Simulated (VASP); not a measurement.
Wanted: the native input for a VASP 6.6.1 run.

| Property | Result |
| --- | --- |
| Task | relaxation of cell and atoms |
| Functional | r2SCAN |
| Potentials or basis | VASP PAW PBE potentials, release 64 (Cu, I) |
| Cutoff | 600 eV |
| k mesh | 8 × 8 × 8 |
| Occupations | gaussian, width 0.02 eV |
| Spin | no spin polarisation |
| Dipole correction | no |
| Further INCAR settings | ALGO = Normal; EDIFF = 1e-06; IBRION = 2; EDIFFG = -0.005; NSW = 100; ISIF = 3 |

Crystal: CuI (Marshite).

```xyz
2
Lattice="0.0000 3.0315 3.0315 3.0315 0.0000 3.0315 3.0315 3.0315 0.0000" Properties=species:S:1:pos:R:3 pbc="T T T"
Cu    1.5157    1.5157    1.5157
I     0.0000    0.0000    0.0000
```

These files were run (other wordings do the same):

POSCAR

```
CuI
1.0
    0.0000000000      3.0315000000      3.0315000000
    3.0315000000      0.0000000000      3.0315000000
    3.0315000000      3.0315000000      0.0000000000
Cu I
1 1
Direct
    0.2500000000      0.2500000000      0.2500000000
    0.0000000000      0.0000000000      0.0000000000
```

INCAR.step1

```
  PREC = Accurate
  ENCUT = 600
  ISMEAR = 0
  SIGMA = 0.02
  LREAL = False
  LASPH = True
  NELM = 100
  GGA = PE
  ALGO = Normal
  EDIFF = 1E-4
  LWAVE = True
  LCHARG = False
```

INCAR.step2

```
  PREC = Accurate
  ENCUT = 600
  EDIFF = 1E-6
  ISMEAR = 0
  SIGMA = 0.02
  LREAL = False
  LASPH = True
  NELM = 100
  ALGO = Normal
  ISIF = 3
  LWAVE = False
  LCHARG = False
  METAGGA = R2SCAN
  LMIXTAU = True
  IBRION = 2
  NSW = 100
  EDIFFG = -0.005
  ISTART = 1
```

KPOINTS

```
Automatic mesh
0
Gamma
  8 8 8
```

Potentials or basis: VASP PAW PBE potentials, release 64 (Cu, I).

Run with:

```console
$ cat potpaw_PBE.64/Cu/POTCAR potpaw_PBE.64/I/POTCAR > POTCAR
$ cp INCAR.step1 INCAR
$ mpirun -np 1 vasp_std > vasp.out
$ cp INCAR.step2 INCAR
$ mpirun -np 1 vasp_std > vasp.out
```

It gave:

```json
{"Relaxed volume": "27.28 Å³/atom", "Relaxed cell": "a = 4.257 Å, b = 4.257 Å, c = 4.257 Å, α = 60.00°, β = 60.00°, γ = 60.00°", "Space group after relaxing (to 0.05 Å)": "F-43m (No. 216)", "Energy gained by relaxing": "1.5 meV/atom", "Ionic steps": "3", "Pressure after relaxing": "0.0 GPa", "Band gap on the k mesh": "1.68 eV, direct"}
```

Caveat: the PAW data sets were made with another functional, which shifts forces and pressure a little; spin-orbit coupling is left out, which moves the levels of the heavy elements.

Run time: 2.8 min on 1 thread of Intel(R) Xeon(R) Platinum 8488C (Sapphire Rapids), on a shared host, peak memory 0.24 GiB.
